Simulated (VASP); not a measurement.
Crystal: Ge4N.

```
CELL_PARAMETERS angstrom
4.34661 0.00000 0.00000
0.00000 4.34661 0.00000
0.00000 0.00000 4.70820
ATOMIC_POSITIONS crystal
Ge 0.50000 0.00000 0.64204
Ge 0.00000 0.50000 0.64204
Ge 0.50000 0.00000 0.25855
Ge 0.00000 0.50000 0.25855
N 0.50000 0.50000 0.08310
```

| Quantity | Value |
| --- | --- |
| Program | VASP 6.6.1 |
| Task | relaxation of cell and atoms |
| Functional | PBE |
| Potentials or basis | VASP PAW PBE potentials, release 64 (Ge_d, N) |
| Cutoff | 600 eV |
| k mesh | 4 × 4 × 4 |
| Occupations | gaussian, width 0.1 eV |
| Spin | no spin polarisation |

At the start: pressure 37.7 GPa; volume 17.79 Å³/atom.

Problem. How do energy, volume and symmetry change on relaxing?

Solution. Over 23 steps the energy falls by 1928.9 meV/atom and the volume is 18.34 Å³/atom (+3.1 %); space group P4mm (No. 99, to 0.05 Å).

Step by step:
```csv
step,energy change (eV),largest force (eV/Å),pressure (GPa),volume (Å³)
1,0.0000,21.0466,37.66,88.95
2,22.0219,55.6111,62.14,138.49
3,-6.0971,6.8549,9.45,107.86
4,-6.3791,6.3289,8.25,106.66
5,-7.8043,4.0817,3.24,97.93
6,-8.3280,3.2730,2.41,93.47
7,-8.4375,2.5436,3.38,91.22
8,-9.4149,0.6144,-4.12,95.89
9,-9.4380,0.6026,-4.42,96.32
10,-9.4687,0.5285,-4.75,97.15
11,-9.4754,0.4787,-4.79,97.53
12,-9.6085,0.2459,-0.17,90.94
13,-9.6089,0.2548,0.14,90.55
14,-9.6179,0.2175,0.34,90.39
15,-9.6311,0.1780,0.57,89.92
16,-9.6395,0.1037,0.20,90.70
17,-9.6436,0.0108,-0.20,91.61
18,-9.6437,0.0051,-0.27,91.76
19,-9.6440,0.0683,0.18,91.33
20,-9.6442,0.0441,0.04,91.49
21,-9.6442,0.0417,-0.18,91.50
22,-9.6442,0.0436,0.10,91.49
23,-9.6443,0.0352,-0.07,91.69
```

Final structure:
```
Ge N
1.0
     4.01587    0.00000    0.00000
     0.00000    4.01587    0.00000
     0.00000    0.00000    5.68525
Ge N
4 1
Direct
  0.50000 0.00000 0.67686
  0.00000 0.50000 0.67686
  0.50000 0.00000 0.20711
  0.00000 0.50000 0.20711
  0.50000 0.50000 0.11635
```

Caveat: the k points lie up to 0.39 Å⁻¹ apart in the final cell.
